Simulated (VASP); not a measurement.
LiH: single point with r2SCAN

LiH:

```
CELL_PARAMETERS angstrom
0.00000 2.02028 2.26145
2.02028 0.00000 2.26145
2.02028 2.02028 0.00000
ATOMIC_POSITIONS crystal
Li 0.00000 0.00000 0.00000
H 0.25000 0.25000 0.25000
```

This cell differs from its parent crystal: epitaxial xy strain -5.8%.

| Property | Result |
| --- | --- |
| Program | VASP 6.6.1 |
| Task | single point |
| Functional | r2SCAN |
| Potentials or basis | VASP PAW PBE potentials, release 64 (Li_sv, H) |
| Cutoff | 520 eV |
| k mesh | 10 × 10 × 10 |
| Occupations | gaussian, width 0.01 eV |
| Spin | no spin polarisation |

```
Band gap on the k mesh : 4.64 eV, indirect (least direct gap 5.93 eV)
```

Levels at points of the mesh, in eV from the valence-band top:
```tsv
k point	band 1	band 2	band 3	band 4	band 5	band 6	band 7
(0.00, 0.00, 0.00)	-44.85	-4.12	14.57	19.03	19.44	19.44	21.19
(0.50, 0.00, 0.00)	-44.82	-1.36	4.64	14.91	17.79	17.87	19.74
(0.50, 0.50, 0.00)	-44.82	-1.35	6.92	11.81	12.88	12.88	21.53
(0.50, 0.00, 0.50)	-44.80	-0.21	8.26	10.57	11.01	11.32	20.14
```

Run time: 48 s on 1 thread of Intel(R) Xeon(R) Platinum 8488C (Sapphire Rapids), with other jobs on the host, peak memory 0.14 GiB.

Caveat: the cell differs from its parent crystal (epitaxial xy strain -5.8%). A k mesh can miss the band edges.
